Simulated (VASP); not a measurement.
A run of VASP 6.6.1:

File INCAR:

```
SYSTEM = Ti8Al8H
  PREC = Accurate
  ENCUT = 520
  EDIFF = 1E-6
  ISMEAR = 0
  SIGMA = 0.1
  LREAL = Auto
  LASPH = .True.
  NELM = 80
  ALGO = Normal
  ISIF = 2
  LWAVE = .False.
  LCHARG = .True.
  GGA = PE
  LELF = .True.
  LVHAR = .True.
  NBANDS = 74
```

File KPOINTS:

```
Automatic mesh
0
Gamma
  4 4 4
  0.5 0.5 0.5
```

POSCAR

```
Ti8Al8H
1.0
    5.6432814777      0.0000000000      4.0782742132
    0.0000000000     -5.6432814777     -4.0782742132
    0.0000000000      5.6432814777     -4.0782742132
Ti Al H
8 8 1
Direct
    0.2494031187      0.4997050019      0.2491615892
    0.2493767156      0.2491282258      0.4997173566
    0.2480484104      0.7483199253      0.0002117516
    0.2480466384      0.0001980103      0.7483363083
    0.7518434118      0.2521284741      0.0002264547
    0.7505021709      0.4996941574      0.7502533410
    0.7518302989      0.0002080205      0.2521286461
    0.7505255615      0.7502654669      0.4997014989
    0.5000262722      0.7584295664      0.7584246048
    0.4999617707      0.5001573761     -0.0002878013
    0.4999617707     -0.0002575818      0.5001712930
    0.4999988059      0.2410167838      0.2410173154
    0.0004796854      0.5001471345      0.5001554630
    0.0000024808      0.7499984186      0.2499951827
    0.0000012404      0.2500015507      0.7500047866
   -0.0003953374     -0.0001839332     -0.0001756047
   -0.4994909453      0.4963232737      0.4962266987
```

Potentials or basis: VASP PAW PBE potentials, release 64 (Ti_sv, Al, H).

Launch:

```bash
$ cat potpaw_PBE.64/Ti_sv/POTCAR potpaw_PBE.64/Al/POTCAR potpaw_PBE.64/H/POTCAR > POTCAR
$ mpirun -np 1 vasp_std > vasp.out
```

Hardware: 1 thread of Intel(R) Xeon(R) 6975P-C (Granite Rapids) (shared host).

Q: Estimate the wall time of this run.

A: It took 17 min on 1 thread of Intel(R) Xeon(R) 6975P-C (Granite Rapids), on a shared host, peak memory 0.62 GiB. Counts: scf iterations 18, k points 32.
